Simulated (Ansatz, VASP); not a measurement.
# Two plane-wave programs on Au

Contents of INCAR:

```
SYSTEM = Au
ALGO = Normal
EDIFF = 1E-6
ENCUT = 520
GGA = PE
ISIF = 2
ISMEAR = -1
LASPH = .True.
LCHARG = .False.
LREAL = .False.
LWAVE = .False.
NBANDS = 24
NELM = 100
PREC = Accurate
SIGMA = 0.1
```

The input KPOINTS:

```
k-points
0
Gamma
  9 9 13
  0 0 0
```

The input POSCAR:

```
Au
1.0
    4.7397626427      0.0000000000      0.0000000000
   -2.3698813214      4.1047548565      0.0000000000
    0.0000000000      0.0000000000      2.8316399480
Au
3
Direct
    1.0000000000      1.0000000000      0.0000000000
    0.3333333333      0.6666666667      0.5000000000
    0.6666666667      0.3333333333      0.5000000000
```

Input for Ansatz:

```yaml
crystal:
  lattice:
    - [4.7397626427, 0.0, 0.0]
    - [-2.3698813214, 4.1047548565, 0.0]
    - [0.0, 0.0, 2.831639948]
  atoms:
    - { symbol: Au, position: [1.0, 1.0, 0.0] }
    - { symbol: Au, position: [0.3333333333, 0.6666666667, 0.5] }
    - { symbol: Au, position: [0.6666666667, 0.3333333333, 0.5] }
hamiltonian:
  xc: pbe
  pseudopotentials:
    kind: paw
    azcp:
      Au: "pseudopotentials/Au.paw.azcp"
basis:
  ecutwfc: 420
  fft_grid_basis: typed
kpoints:
  mp_grid: { grid: [9, 9, 13], shift: [0, 0, 0] }
magnetization:
  spin_polarized: false
scf:
  occupations: { method: fermi_dirac, width: 0.1 }
  lower_state_search: "off"
output:
  stress: true
  write_density: true
  write_potential: true
  elf: true
  volumetric_format: npy
```

Alike in both runs: task single point; functional PBE; k mesh 9 × 9 × 13; occupations fermi-dirac, width 0.1 eV; no spin polarisation.

```csv
,VASP,Ansatz
version,VASP 6.6.1,Ansatz 0.2.0
potentials or method,"VASP PAW PBE potentials, release 64 (Au), cutoff 520 eV","plane waves (420 eV) with PAW, scalar-relativistic"
valence electrons in the cell,33,57
```

Ansatz gave:

- pressure (GPa): 0.0
- traceless stress, the component that is largest in VASP (GPa): -0.44

Task: Which values does VASP return?

Result: Pressure (GPa): -0.3; traceless stress, the component that is largest in VASP (GPa): -0.43.

With one functional, cell and mesh, what is left measures potentials, basis and numerics. VASP's potentials hold 33 valence electrons a cell and Ansatz's 57, so a difference there can come from the potentials and not from the codes.

Neither program's run includes spin-orbit coupling.
